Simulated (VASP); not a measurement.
# TaHg2 (P-3m1) in VASP: further runs

TaHg2 is run at these levels: PBE; tasks: single point.

Program: VASP 6.6.1. These are calculated values, not measurements. Logs are shortened: lines on timing, memory, paths and dates and some standing lists are left out, and cuts for length are marked.

**1. The cell of the first run**

The structure is trigonal, space group P-3m1 (No. 164). Conventional cell: a = 3.076 Å, b = 3.076 Å, c = 7.463 Å, α = 90.00°, β = 90.00°, γ = 120.00°. Within 4.0 Å of Ta (site symmetry -3m) lie 6 Hg at 3.00 Å and 6 Ta at 3.08 Å. Within 4.0 Å of Hg (site symmetry 3m) lie 3 Ta at 3.00 Å and 9 Hg at 3.08 to 3.17 Å.

The cell was generated, and may not be a known phase.

**2. Single point, PBE**

INCAR

```
ALGO = Fast ; EDIFF = 1E-6
ENCUT = 520 ; GGA = PE
ISIF = 2 ; ISMEAR = 0
LASPH = T ; LCHARG = T
LELF = T ; LREAL = F
LVHAR = T ; LWAVE = F
NBANDS = 24 ; NELM = 100
PREC = Accurate ; SIGMA = 0.1
```

KPOINTS

```
k-points
0
Gamma
  6 6 4
```

POSCAR

```
TaHg2
1.0
    3.0756132336      0.0000000026      0.0000000000
   -1.5378066191      2.6635591912      0.0000000000
    0.0000000000      0.0000000000      7.4632544616
Ta Hg
1 2
Direct
    0.0000000000      0.0000000000      0.0000000000
    0.3333333333      0.6666666667      0.3240244939
    0.6666666667      0.3333333333      0.6759755061
```

Potentials or basis: VASP PAW PBE potentials, release 64 (Ta_pv, Hg).

Launch:

```
cat potpaw_PBE.64/Ta_pv/POTCAR potpaw_PBE.64/Hg/POTCAR > POTCAR
mpirun -np 1 vasp_std > vasp.out
```

OUTCAR:

```text
EDIFF = 1E-6
   ENCUT = 520
   GGA = PE
   ISIF = 2
   ISMEAR = 0
   LASPH = T
   LREAL = F
   NELM = 100
   PREC = Accurate

 ion  position               nearest neighbor table
   1  0.000  0.000  0.000-   2 3.00   3 3.00   3 3.00   2 3.00   3 3.00   2 3.00
   2  0.333  0.667  0.324-   1 3.00   1 3.00   1 3.00   3 3.17   3 3.17   3 3.17
   3  0.667  0.333  0.676-   1 3.00   1 3.00   1 3.00   2 3.17   2 3.17   2 3.17

  LATTYP: Found a hexagonal cell.
 ALAT       =     3.0756132336
 C/A-ratio  =     2.4265906974

  Lattice vectors:

 A1 = (   3.0756132336,   0.0000000026,   0.0000000000)
 A2 = (  -1.5378066191,   2.6635591912,   0.0000000000)
 A3 = (   0.0000000000,   0.0000000000,   7.4632544616)

Analysis of symmetry for initial positions (statically):
=====================================================================
 Subroutine PRICEL returns:
 Original cell was already a primitive cell.

 Routine SETGRP: Setting up the symmetry group for a
 hexagonal supercell.

 Subroutine GETGRP returns: Found 12 space group operations
 (whereof 12 operations were pure point group operations)
 out of a pool of 24 trial point group operations.

The static configuration has the point symmetry D_3d.

Analysis of symmetry for dynamics (positions and initial velocities):
=====================================================================
 Subroutine PRICEL returns:
 Original cell was already a primitive cell.

 Routine SETGRP: Setting up the symmetry group for a
 hexagonal supercell.

 Subroutine GETGRP returns: Found 12 space group operations
 (whereof 12 operations were pure point group operations)
 out of a pool of 24 trial point group operations.

The dynamic configuration has the point symmetry D_3d.

 Subroutine INISYM returns: Found 12 space group operations
 (whereof 12 operations are pure point group operations),
 and found     1 'primitive' translations

----------------------------------------------------------------------------------------

                                     Primitive cell

  volume of cell :      61.1396

  direct lattice vectors                    reciprocal lattice vectors
     3.075613234  0.000000003  0.000000000     0.325138411  0.187718749  0.000000000
    -1.537806619  2.663559191  0.000000000    -0.000000000  0.375437498  0.000000000
     0.000000000  0.000000000  7.463254462     0.000000000  0.000000000  0.133989804

  length of vectors
     3.075613234  3.075613234  7.463254462     0.375437498  0.375437498  0.133989804

  position of ions in fractional coordinates (direct lattice)
     0.000000000  0.000000000  0.000000000
     0.333333333  0.666666667  0.324024494
     0.666666667  0.333333333  0.675975506

  ion indices of the primitive-cell ions
   primitive index   ion index
                 1           1
                 2           2
                 3           3

----------------------------------------------------------------------------------------

 KPOINTS: k-points

Automatic generation of k-mesh.
 Grid dimensions read from file:
 generate k-points for:    6    6    4

 Generating k-lattice:

  Cartesian coordinates                     Fractional coordinates (reciprocal lattice)
     0.054189735  0.031286458  0.000000000     0.166666667  0.000000000  0.000000000
    -0.000000000  0.062572916  0.000000000    -0.000000000  0.166666667  0.000000000
     0.000000000  0.000000000  0.033497451     0.000000000  0.000000000  0.250000000

  Length of vectors
     0.062572916  0.062572916  0.033497451

  Shift w.r.t. Gamma in fractional coordinates (k-lattice)
     0.000000000  0.000000000  0.000000000

 Subroutine IBZKPT returns following result:
 ===========================================

 Found     24 irreducible k-points:

 Following reciprocal coordinates:
            Coordinates               Weight
  0.000000  0.000000  0.000000      1.000000
  0.166667  0.000000  0.000000      6.000000
  0.333333  0.000000  0.000000      6.000000
  0.500000  0.000000  0.000000      3.000000
  0.166667  0.166667  0.000000      6.000000
  0.333333  0.166667  0.000000     12.000000
[... 16 lines left out ...]
  0.333333  0.166667  0.500000     12.000000
  0.333333  0.333333  0.500000      2.000000
   k-points           NKPTS =     24   k-points in BZ     NKDIM =     24   number of bands    NBANDS=     24
   number of dos      NEDOS =    301   number of ions     NIONS =      3
   total plane-waves  NPLWV =  32256
   dimension x,y,z NGX =    24 NGY =   24 NGZ =   56
   dimension x,y,z NGXF=    48 NGYF=   48 NGZF=  112
   ions per type =               1   2
   NGX,Y,Z   is equivalent  to a cutoff of  12.97, 12.97, 12.47 a.u.
   NGXF,Y,Z  is equivalent  to a cutoff of  25.95, 25.95, 24.95 a.u.
 SYSTEM =  unknown system
   PREC   = accura    normal or accurate (medium, high low for compatibility)
   ISTART =      0    job   : 0-new  1-cont  2-samecut
   ICHARG =      2    charge: 1-file 2-atom 10-const
   ISPIN  =      1    spin polarized calculation?
   LNONCOLLINEAR =      F non collinear calculations
   LSORBIT =      F    spin-orbit coupling
   LASPH  =      T    aspherical Exc in radial PAW
   ENCUT  =  520.0 eV  38.22 Ry    6.18 a.u.   5.72  5.72 13.88*2*pi/ulx,y,z
   NELM   =    100;   NELMIN=  2; NELMDL= -5     # of ELM steps
   EDIFF  = 0.1E-05   stopping-criterion for ELM
   LREAL  =      F    real-space projection
   EDIFFG = 0.1E-04   stopping-criterion for IOM
   NSW    =      0    number of steps for IOM
   IBRION =     -1    ionic relax: 0-MD 1-quasi-New 2-CG
   NFREE  =      0    steps in history (QN), initial steepest desc. (CG)
   ISIF   =      2    stress and relaxation
   ISYM   =      2    0-nonsym 1-usesym 2-fastsym
   POTIM  = 0.5000    time-step for ionic-motion
   TEBEG  =    0.0;   TEEND  =   0.0 temperature during run
   PSTRESS=    0.0 pullay stress
   NELECT =      35.0000    total number of electrons
   NUPDOWN=      -1.0000    fix difference up-down
   EMIN   =  10.00;   EMAX   =-10.00  energy-range for DOS
   EFERMI =   0.00;   METHOD = LEGACY
   ISMEAR =     0;   SIGMA  =   0.10  broadening in eV -4-tet -1-fermi 0-gaus
   EFERMI_NEDOS =   21; number of points for ismear=-14 and -15
   IALGO  =     68    algorithm
   IMIX   =      4    mixing-type and parameters
     AMIX     =   0.40;   BMIX     =  1.00
     AMIX_MAG =   1.60;   BMIX_MAG =  1.00
  volume/ion in A,a.u.               =      20.38       137.53
  Fermi-wavevector in a.u.,A,eV,Ry     =   1.359325  2.568752 25.140373  1.847765
  Thomas-Fermi vector in A             =   2.486083
   LORBIT       =      0    0 simple, 1 ext, 2 COOP (PROOUT), +10 PAW based schemes
   GGA     = PE    functional components
   LHFCALC =     F    Hartree Fock is set to
   AEXX    =    0.0000 exact exchange contribution
   IVDW    =     0    specifies the selected vdW correction
   LEPSILON=     F    determine dielectric tensor
   LRPA    =     F    only Hartree local field effects (RPA)
 non-spin polarized calculation
 RMM-DIIS sequential band-by-band and
 Gauss-broadening in eV      SIGMA  =   0.10
  energy-cutoff  :      520.00
  volume of cell :       61.14
 maximum number of plane-waves:      1672
 NGX is ok and might be reduce to    24
   NGX = 11   NGY = 11   NGZ = 27

 number of electron      34.9999998 magnetization

 Free energy of the ion-electron system (eV)
  ---------------------------------------------------
  ext. energy  EPLUGINS =         0.00000000
  ---------------------------------------------------
  free energy    TOTEN  =       -10.93414775 eV

  energy without entropy =      -10.91402847  energy(sigma->0) =      -10.92408811

 E-fermi :   4.5862     XC(G=0): -11.8158

 val. band max:        4.5788339651   @ k =   0.1667   0.0000   0.2500
 cond. band min:       4.6030161989   @ k =   0.3333   0.1667   0.2500
 fundamental gap:      0.0241822338
 Fermi energy:         4.5862335901

 k-point     1 :       0.0000    0.0000    0.0000
  band No.  band energies     occupation
      1     -30.4450      2.00000
      2     -29.7964      2.00000
      3     -29.7964      2.00000
      4      -5.4708      2.00000
      5      -4.4651      2.00000
      6      -3.6568      2.00000
[... 16 lines left out ...]
     23      12.9043      0.00000
     24      16.7994      0.00000

 k-point     2 :       0.1667    0.0000    0.0000
  band No.  band energies     occupation
      1     -30.4246      2.00000
      2     -29.9412      2.00000
      3     -29.8304      2.00000
      4      -4.7640      2.00000
      5      -4.0286      2.00000
      6      -3.4716      2.00000
[... 16 lines left out ...]
     23      12.5049      0.00000
     24      14.2756      0.00000

 k-point     3 :       0.3333    0.0000    0.0000
  band No.  band energies     occupation
      1     -30.3835      2.00000
      2     -30.2211      2.00000
      3     -29.8976      2.00000
      4      -4.1156      2.00000
      5      -4.0007      2.00000
      6      -3.7634      2.00000
[... 16 lines left out ...]
     23      10.3034      0.00000
     24      12.4448      0.00000

 k-point     4 :       0.5000    0.0000    0.0000
  band No.  band energies     occupation
      1     -30.3629      2.00000
      2     -30.3566      2.00000
      3     -29.9308      2.00000
      4      -4.2565      2.00000
      5      -4.1485      2.00000
      6      -4.0546      2.00000
[... 16 lines left out ...]
     23       9.5766      0.00000
     24      12.1451      0.00000

 k-point     5 :       0.1667    0.1667    0.0000
  band No.  band energies     occupation
      1     -30.3938      2.00000
      2     -30.1256      2.00000
      3     -29.9087      2.00000
      4      -3.7468      2.00000
      5      -3.5750      2.00000
      6      -3.5279      2.00000
[... 451 lines left out ...]
 k-point    22 :       0.1667    0.1667    0.5000
  band No.  band energies     occupation
      1     -30.3938      2.00000
      2     -30.1256      2.00000
      3     -29.9087      2.00000
      4      -3.7032      2.00000
      5      -3.6968      2.00000
      6      -3.5117      2.00000
[... 16 lines left out ...]
     23      11.3803      0.00000
     24      12.0127      0.00000

 k-point    23 :       0.3333    0.1667    0.5000
  band No.  band energies     occupation
      1     -30.3629      2.00000
      2     -30.2866      2.00000
      3     -30.0052      2.00000
      4      -3.9015      2.00000
      5      -3.7992      2.00000
      6      -3.7576      2.00000
[... 16 lines left out ...]
     23       9.8254      0.00000
     24      10.9560      0.00000

 k-point    24 :       0.3333    0.3333    0.5000
  band No.  band energies     occupation
      1     -30.3526      2.00000
      2     -30.1902      2.00000
      3     -30.1902      2.00000
      4      -3.5495      2.00000
      5      -3.4947      2.00000
      6      -3.4947      2.00000
[... 16 lines left out ...]
     23       7.9971      0.00000
     24       9.4501      0.00000

------------------------ aborting loop because EDIFF is reached ----------------------------------------

  FORCE on cell =-STRESS in cart. coord.  units (eV):
  Direction    XX          YY          ZZ          XY          YZ          ZX
  --------------------------------------------------------------------------------------
  -------------------------------------------------------------------------------------
  Total        0.3141247      0.3141247      0.2899206     -0.0000000      0.0000000     -0.0000000
  in kB        8.2317161      8.2317161      7.5974415     -0.0000000      0.0000000     -0.0000000
  external PRESSURE =       8.0202912 kB  Pullay stress =       0.0000000 kB

 VOLUME and BASIS-vectors are now :
 -----------------------------------------------------------------------------
  energy-cutoff  :      520.00
  volume of cell :       61.14
      direct lattice vectors                 reciprocal lattice vectors
     3.075613234  0.000000003  0.000000000     0.325138411  0.187718749  0.000000000
    -1.537806619  2.663559191  0.000000000    -0.000000000  0.375437498  0.000000000
     0.000000000  0.000000000  7.463254462     0.000000000  0.000000000  0.133989804

 POSITION                                       TOTAL-FORCE (eV/Angst)
 -----------------------------------------------------------------------------------
      0.00000      0.00000      0.00000         0.000000     -0.000000     -0.000000
     -0.00000      1.77571      2.41828         0.000000     -0.000000     -0.010559
      1.53781      0.88785      5.04498        -0.000000      0.000000      0.010559
 -----------------------------------------------------------------------------------
    total drift:                                0.000000     -0.000000      0.000000

  FREE ENERGIE OF THE ION-ELECTRON SYSTEM (eV)
  ---------------------------------------------------
  free  energy   TOTEN  =       -10.9341477467 eV

  energy  without entropy=      -10.9140284687  energy(sigma->0) =      -10.92408811
```

Wall time 32 s (1 thread of Intel Xeon Platinum 8259CL at 2.50GHz (Skylake/Cascade Lake), shared host); peak memory 0.19 GiB.

What came out:

| Quantity | Value |
| --- | --- |
| Free energy | -10.9341 eV |
| Pressure | 0.8 GPa |
| Largest force | 0.011 eV/Å |
| Band gap on the k mesh | zero (an odd number of electrons rules out a gap without spin polarisation) |

Forces in eV/Å, atoms in the order of the input:
```
Ta   0.000  0.000  0.000
Hg   0.000  0.000 -0.011
Hg   0.000  0.000  0.011
```

Levels at points of the mesh, in eV from the Fermi level:
```csv
k point,band 15,band 16,band 17,band 18,band 19,band 20
"(0.00, 0.00, 0.00)",-6.00,-5.52,-1.52,0.59,0.59,2.79
"(0.50, 0.00, 0.00)",-3.08,-2.37,-1.87,-0.27,1.64,1.87
"(0.00, 0.00, 0.50)",-6.77,-3.11,-1.72,0.60,0.60,2.39
"(0.50, 0.00, 0.50)",-3.10,-2.16,-1.40,-1.22,0.20,1.72
```

Caveat: the k points lie up to 0.39 Å⁻¹ apart, too coarse for converged energies and pressures of a metal; spin-orbit coupling is left out, which moves the levels of the heavy elements.

(Part 1 of 2 ends here.)

The gap in the log of VASP goes by the Fermi energy; the results here count the filled bands.